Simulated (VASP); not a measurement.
# Ti (Fd-3m) in VASP: single point with r2SCAN

Aim: the single point of Ti with r2SCAN.

All numbers are computed with VASP 6.6.1; they aren't measurements. Logs are shortened: lines on timing, memory, paths and dates and some standing lists are left out, and cuts for length are marked.

## 1. The cell of the first run

It takes space group Fd-3m (No. 227, cubic). The conventional cell has a = 5.551 Å, b = 5.551 Å, c = 5.551 Å, α = 90.00°, β = 90.00°, γ = 90.00°. Ti (site symmetry -43m) has 4 Ti at 2.40 Å within 3.2 Å.

This isn't the form of Ti at room conditions, which is hcp.

## 2. Single point, r2SCAN

Input file POSCAR:

```
Ti
1.0
    0.0000000000      2.7753674163      2.7753674163
    2.7753674163      0.0000000000      2.7753674163
    2.7753674163      2.7753674163      0.0000000000
Ti
2
Direct
    0.0000000000      0.0000000000      0.0000000000
    0.2500000000      0.2500000000      0.2500000000
```

Input file INCAR.step1:

```
PREC     = Accurate       # precision mode
ENCUT    = 520            # plane-wave cutoff, eV
ISMEAR   = 0              # smearing method
SIGMA    = 0.1            # smearing width, eV
LREAL    = False          # projectors in reciprocal space
LASPH    = True           # aspherical terms in the spheres
NELM     = 100            # most SCF steps
NBANDS   = 19             # bands
GGA      = PE             # functional
ALGO     = Normal         # electronic algorithm
EDIFF    = 1E-4           # SCF threshold, eV
LWAVE    = True           # write WAVECAR
LCHARG   = False          # write CHGCAR
```

Input file INCAR.step2:

```
PREC     = Accurate       # precision mode
ENCUT    = 520            # plane-wave cutoff, eV
EDIFF    = 1E-7           # SCF threshold, eV
ISMEAR   = 0              # smearing method
SIGMA    = 0.1            # smearing width, eV
LREAL    = False          # projectors in reciprocal space
LASPH    = True           # aspherical terms in the spheres
NELM     = 100            # most SCF steps
ALGO     = Normal         # electronic algorithm
ISIF     = 2              # what is computed and relaxed
LWAVE    = False          # write WAVECAR
LCHARG   = True           # write CHGCAR
METAGGA  = R2SCAN         # meta-GGA
LMIXTAU  = True         
LELF     = True           # ELF
LVHAR    = True         
NBANDS   = 19             # bands
ISTART   = 1
```

Input file KPOINTS:

```
Automatic mesh
0
Gamma
  18 18 18
```

Potentials or basis: VASP PAW PBE potentials, release 64 (Ti_sv).

Started as:

```console
$ cat potpaw_PBE.64/Ti_sv/POTCAR > POTCAR
$ cp INCAR.step1 INCAR
$ mpirun -np 1 vasp_std > vasp.out
$ cp INCAR.step2 INCAR
$ mpirun -np 1 vasp_std > vasp.out
```

OUTCAR:

```text
PREC = Accurate
   ENCUT = 520
   EDIFF = 1E-7
   ISMEAR = 0
   LREAL = False
   LASPH = True
   NELM = 100
   ISIF = 2
   METAGGA = R2SCAN
   ISTART = 1

 ion  position               nearest neighbor table
   1  0.000  0.000  0.000-   2 2.40   2 2.40   2 2.40   2 2.40
   2  0.250  0.250  0.250-   1 2.40   1 2.40   1 2.40   1 2.40

  LATTYP: Found a face centered cubic cell.
 ALAT       =     5.5507348326

  Lattice vectors:

 A1 = (   0.0000000000,   2.7753674163,   2.7753674163)
 A2 = (   2.7753674163,   0.0000000000,   2.7753674163)
 A3 = (   2.7753674163,   2.7753674163,   0.0000000000)

Analysis of symmetry for initial positions (statically):
=====================================================================
 Subroutine PRICEL returns:
 Original cell was already a primitive cell.

 Routine SETGRP: Setting up the symmetry group for a
 face centered cubic supercell.

 Subroutine GETGRP returns: Found 48 space group operations
 (whereof 24 operations were pure point group operations)
 out of a pool of 48 trial point group operations.

The static configuration has the point symmetry T_d .
 The point group associated with its full space group is O_h .

Analysis of symmetry for dynamics (positions and initial velocities):
=====================================================================
 Subroutine PRICEL returns:
 Original cell was already a primitive cell.

 Routine SETGRP: Setting up the symmetry group for a
 face centered cubic supercell.

 Subroutine GETGRP returns: Found 48 space group operations
 (whereof 24 operations were pure point group operations)
 out of a pool of 48 trial point group operations.

The dynamic configuration has the point symmetry T_d .
 The point group associated with its full space group is O_h .

 Subroutine INISYM returns: Found 48 space group operations
 (whereof 24 operations are pure point group operations),
 and found     1 'primitive' translations

----------------------------------------------------------------------------------------

                                     Primitive cell

  volume of cell :      42.7554

  direct lattice vectors                    reciprocal lattice vectors
     0.000000000  2.775367416  2.775367416    -0.180156327  0.180156327  0.180156327
     2.775367416  0.000000000  2.775367416     0.180156327 -0.180156327  0.180156327
     2.775367416  2.775367416  0.000000000     0.180156327  0.180156327 -0.180156327

  length of vectors
     3.924962241  3.924962241  3.924962241     0.312039912  0.312039912  0.312039912

  position of ions in fractional coordinates (direct lattice)
     0.000000000  0.000000000  0.000000000
     0.250000000  0.250000000  0.250000000

  ion indices of the primitive-cell ions
   primitive index   ion index
                 1           1
                 2           2

----------------------------------------------------------------------------------------

 KPOINTS: Automatic mesh

Automatic generation of k-mesh.
 Grid dimensions read from file:
 generate k-points for:   18   18   18

 Generating k-lattice:

  Cartesian coordinates                     Fractional coordinates (reciprocal lattice)
    -0.010008685  0.010008685  0.010008685     0.055555556  0.000000000  0.000000000
     0.010008685 -0.010008685  0.010008685     0.000000000  0.055555556  0.000000000
     0.010008685  0.010008685 -0.010008685     0.000000000  0.000000000  0.055555556

  Length of vectors
     0.017335551  0.017335551  0.017335551

  Shift w.r.t. Gamma in fractional coordinates (k-lattice)
     0.000000000  0.000000000  0.000000000

 Subroutine IBZKPT returns following result:
 ===========================================

 Found    195 irreducible k-points:

 Following reciprocal coordinates:
            Coordinates               Weight
  0.000000  0.000000  0.000000      1.000000
  0.055556  0.000000  0.000000      8.000000
  0.111111  0.000000  0.000000      8.000000
  0.166667  0.000000  0.000000      8.000000
  0.222222  0.000000  0.000000      8.000000
  0.277778  0.000000  0.000000      8.000000
[... 16 lines left out ...]
 -0.277778  0.055556  0.000000     24.000000
 -0.222222  0.055556  0.000000     24.000000
 [... further k-points ...]
   k-points           NKPTS =    195   k-points in BZ     NKDIM =    195   number of bands    NBANDS=     19
   number of dos      NEDOS =    301   number of ions     NIONS =      2
   total plane-waves  NPLWV =  27000
   dimension x,y,z NGX =    30 NGY =   30 NGZ =   30
   dimension x,y,z NGXF=    60 NGYF=   60 NGZF=   60
   ions per type =               2
   NGX,Y,Z   is equivalent  to a cutoff of  12.71, 12.71, 12.71 a.u.
   NGXF,Y,Z  is equivalent  to a cutoff of  25.41, 25.41, 25.41 a.u.
 SYSTEM =  unknown system
   PREC   = accura    normal or accurate (medium, high low for compatibility)
   ISTART =      1    job   : 0-new  1-cont  2-samecut
   ICHARG =      0    charge: 1-file 2-atom 10-const
   ISPIN  =      1    spin polarized calculation?
   LNONCOLLINEAR =      F non collinear calculations
   LSORBIT =      F    spin-orbit coupling
   LASPH  =      T    aspherical Exc in radial PAW
   ENCUT  =  520.0 eV  38.22 Ry    6.18 a.u.   7.30  7.30  7.30*2*pi/ulx,y,z
   NELM   =    100;   NELMIN=  2; NELMDL=  0     # of ELM steps
   EDIFF  = 0.1E-06   stopping-criterion for ELM
   LREAL  =      F    real-space projection
   EDIFFG = 0.1E-05   stopping-criterion for IOM
   NSW    =      0    number of steps for IOM
   IBRION =     -1    ionic relax: 0-MD 1-quasi-New 2-CG
   NFREE  =      0    steps in history (QN), initial steepest desc. (CG)
   ISIF   =      2    stress and relaxation
   ISYM   =      2    0-nonsym 1-usesym 2-fastsym
   POTIM  = 0.5000    time-step for ionic-motion
   TEBEG  =    0.0;   TEEND  =   0.0 temperature during run
   PSTRESS=    0.0 pullay stress
   NELECT =      24.0000    total number of electrons
   NUPDOWN=      -1.0000    fix difference up-down
   EMIN   =  10.00;   EMAX   =-10.00  energy-range for DOS
   EFERMI =   0.00;   METHOD = LEGACY
   ISMEAR =     0;   SIGMA  =   0.10  broadening in eV -4-tet -1-fermi 0-gaus
   EFERMI_NEDOS =   21; number of points for ismear=-14 and -15
   IALGO  =     38    algorithm
   IMIX   =      4    mixing-type and parameters
     AMIX     =   0.40;   BMIX     =  1.00
     AMIX_MAG =   1.60;   BMIX_MAG =  1.00
  volume/ion in A,a.u.               =      21.38       144.26
  Fermi-wavevector in a.u.,A,eV,Ry     =   1.350459  2.551998 24.813485  1.823740
  Thomas-Fermi vector in A             =   2.477962
   LORBIT       =      0    0 simple, 1 ext, 2 COOP (PROOUT), +10 PAW based schemes
   METAGGA = R2SCAN    functional components
   LHFCALC =     F    Hartree Fock is set to
   AEXX    =    0.0000 exact exchange contribution
   IVDW    =     0    specifies the selected vdW correction
   LEPSILON=     F    determine dielectric tensor
   LRPA    =     F    only Hartree local field effects (RPA)
 non-spin polarized calculation
 Gauss-broadening in eV      SIGMA  =   0.10
  energy-cutoff  :      520.00
  volume of cell :       42.76
 maximum number of plane-waves:      1177
 NGX is ok and might be reduce to    30
   NGX = 15   NGY = 15   NGZ = 15

 number of electron      24.0000003 magnetization

 Free energy of the ion-electron system (eV)
  ---------------------------------------------------
  ext. energy  EPLUGINS =         0.00000000
  ---------------------------------------------------
  free energy    TOTEN  =       -20.73691455 eV

  energy without entropy =      -20.70230350  energy(sigma->0) =      -20.71960903

 E-fermi :   6.0763     XC(G=0): -10.9987

 val. band max:        6.0751809594   @ k =  -0.1111   0.0556   0.0000
 cond. band min:       6.0763407600   @ k =   0.4444   0.1111   0.0556
 fundamental gap:      0.0011598006
 Fermi energy:         6.0763105930

 k-point     1 :       0.0000    0.0000    0.0000
  band No.  band energies     occupation
      1     -53.0838      2.00000
      2     -52.4429      2.00000
      3     -28.5369      2.00000
      4     -28.5369      2.00000
      5     -28.5369      2.00000
      6     -27.6629      2.00000
[... 11 lines left out ...]
     18      10.3013      0.00000
     19      10.3013      0.00000

 k-point     2 :       0.0556    0.0000    0.0000
  band No.  band energies     occupation
      1     -53.0803      2.00000
      2     -52.4467      2.00000
      3     -28.5408      2.00000
      4     -28.5407      2.00000
      5     -28.5374      2.00000
      6     -27.6630      2.00000
[... 11 lines left out ...]
     18      10.2988      0.00000
     19      10.2988      0.00000

 k-point     3 :       0.1111    0.0000    0.0000
  band No.  band energies     occupation
      1     -53.0698      2.00000
      2     -52.4577      2.00000
      3     -28.5516      2.00000
      4     -28.5516      2.00000
      5     -28.5390      2.00000
      6     -27.6632      2.00000
[... 11 lines left out ...]
     18      10.2901      0.00000
     19      10.2901      0.00000

 k-point     4 :       0.1667    0.0000    0.0000
  band No.  band energies     occupation
      1     -53.0529      2.00000
      2     -52.4754      2.00000
      3     -28.5678      2.00000
      4     -28.5678      2.00000
      5     -28.5416      2.00000
      6     -27.6633      2.00000
[... 11 lines left out ...]
     18      10.2714      0.00000
     19      10.2714      0.00000

 k-point     5 :       0.2222    0.0000    0.0000
  band No.  band energies     occupation
      1     -53.0308      2.00000
      2     -52.4986      2.00000
      3     -28.5868      2.00000
      4     -28.5868      2.00000
      5     -28.5452      2.00000
      6     -27.6630      2.00000
[... 11 lines left out ...]
     18      10.2374      0.00000
     19      10.2374      0.00000
[... 334 lines left out ...]
      2     -52.5906      2.00000
      3     -28.6664      2.00000
      4     -28.6400      2.00000
      5     -28.5337      2.00000
      6     -27.6796      2.00000
[... 11 lines left out ...]
     18       9.8069      0.00000
     19      10.1079      0.00000

 k-point    22 :      -0.3333    0.0556    0.0000
  band No.  band energies     occupation
      1     -52.9656      2.00000
      2     -52.5661      2.00000
      3     -28.6546      2.00000
      4     -28.6256      2.00000
      5     -28.5327      2.00000
      6     -27.6792      2.00000
[... 11 lines left out ...]
     18       9.8844      0.00000
     19      10.2204      0.00000

 k-point    23 :      -0.2778    0.0556    0.0000
  band No.  band energies     occupation
      1     -52.9927      2.00000
      2     -52.5380      2.00000
      3     -28.6376      2.00000
      4     -28.6077      2.00000
      5     -28.5316      2.00000
      6     -27.6783      2.00000
[... 11 lines left out ...]
     18       9.9793      0.00000
     19      10.2995      0.00000

 k-point    24 :      -0.2222    0.0556    0.0000
  band No.  band energies     occupation
      1     -53.0194      2.00000
      2     -52.5103      2.00000
      3     -28.6169      2.00000
      4     -28.5882      2.00000
      5     -28.5309      2.00000
      6     -27.6767      2.00000
[... 11 lines left out ...]
     18      10.0659      0.00000
     19      10.3446      0.00000

 [... further k-points ...]

------------------------ aborting loop because EDIFF is reached ----------------------------------------

  FORCE on cell =-STRESS in cart. coord.  units (eV):
  Direction    XX          YY          ZZ          XY          YZ          ZX
  --------------------------------------------------------------------------------------
  -------------------------------------------------------------------------------------
  Total        0.1144719      0.1144719      0.1144719      0.0000000      0.0000000     -0.0000000
  in kB        4.2896132      4.2896132      4.2896132      0.0000000      0.0000000     -0.0000000
  external PRESSURE =       4.2896132 kB  Pullay stress =       0.0000000 kB

 VOLUME and BASIS-vectors are now :
 -----------------------------------------------------------------------------
  energy-cutoff  :      520.00
  volume of cell :       42.76
      direct lattice vectors                 reciprocal lattice vectors
     0.000000000  2.775367416  2.775367416    -0.180156327  0.180156327  0.180156327
     2.775367416  0.000000000  2.775367416     0.180156327 -0.180156327  0.180156327
     2.775367416  2.775367416  0.000000000     0.180156327  0.180156327 -0.180156327

 POSITION                                       TOTAL-FORCE (eV/Angst)
 -----------------------------------------------------------------------------------
      0.00000      0.00000      0.00000         0.000000      0.000000      0.000000
      1.38768      1.38768      1.38768        -0.000000     -0.000000     -0.000000
 -----------------------------------------------------------------------------------
    total drift:                                0.000000      0.000000      0.000000

  FREE ENERGIE OF THE ION-ELECTRON SYSTEM (eV)
  ---------------------------------------------------
  free  energy   TOTEN  =       -20.7369145503 eV

  energy  without entropy=      -20.7023035012  energy(sigma->0) =      -20.71960903
```

Wall time 7.2 min (1 thread of Intel Xeon 6975P-C (Granite Rapids), shared host); peak memory 0.27 GiB.

What came out:

* Free energy: -20.7369 eV
* Pressure: 0.4 GPa
* Band gap on the k mesh: zero (bands 12 and 13 overlap by 0.29 eV)

Caveat: the PAW data sets were made with another functional, which shifts forces and pressure a little.
